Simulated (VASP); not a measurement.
ZnS (Wurtzite-2H): single point with r2SCAN

The system is ZnS (Wurtzite-2H).

```xyz
4
Lattice="3.6733 0.0000 0.0000 -1.8367 3.1812 0.0000 0.0000 0.0000 6.0536" Properties=species:S:1:pos:R:3 pbc="T T T"
Zn    0.0000    2.1208    0.0373
Zn    1.8367    1.0604    3.0641
S     0.0000    2.1208    2.2933
S     1.8367    1.0604    5.3201
```

```
Program             : VASP 6.6.1
Task                : single point
Functional          : r2SCAN
Potentials or basis : VASP PAW PBE potentials, release 64 (Zn, S)
Cutoff              : 520 eV
k mesh              : 6 × 6 × 4
Occupations         : gaussian, width 0.01 eV
Spin                : no spin polarisation
```

The pressure is 10.0 GPa, the largest force is 0.009 eV/Å and the band gap on the k mesh is 3.27 eV, direct.

Forces in eV/Å, atoms in the order of the input:
```
Zn   0.000  0.000 -0.009
Zn   0.000  0.000 -0.009
S    0.000  0.000  0.009
S    0.000  0.000  0.009
```

Levels at points of the mesh, in eV from the valence-band top:
| k point | band 14 | band 15 | band 16 | band 17 | band 18 | band 19 | band 20 | band 21 | band 22 | band 23 |
| --- | --- | --- | --- | --- | --- | --- | --- | --- | --- | --- |
| (0.00, 0.00, 0.00) | -1.08 | -1.08 | -0.13 | 0.00 | 0.00 | 3.27 | 3.84 | 6.70 | 6.70 | 6.92 |
| (0.50, 0.00, 0.00) | -4.63 | -3.90 | -2.71 | -2.08 | -1.07 | 3.93 | 5.00 | 5.32 | 7.25 | 8.38 |
| (0.00, 0.00, 0.50) | -3.20 | -0.57 | -0.57 | -0.57 | -0.57 | 4.42 | 4.42 | 7.19 | 7.19 | 7.19 |
| (0.50, 0.00, 0.50) | -5.48 | -1.99 | -1.99 | -1.95 | -1.95 | 3.92 | 3.92 | 5.55 | 5.55 | 9.48 |

Run time: 120 s on 1 thread of Intel Xeon 6975P-C, on a shared host, peak memory 0.21 GiB.

Caveat: the PAW data sets were made with another functional, which shifts forces and pressure a little. r2SCAN opens gaps a little over a GGA but as a rule still falls short of measured ones.
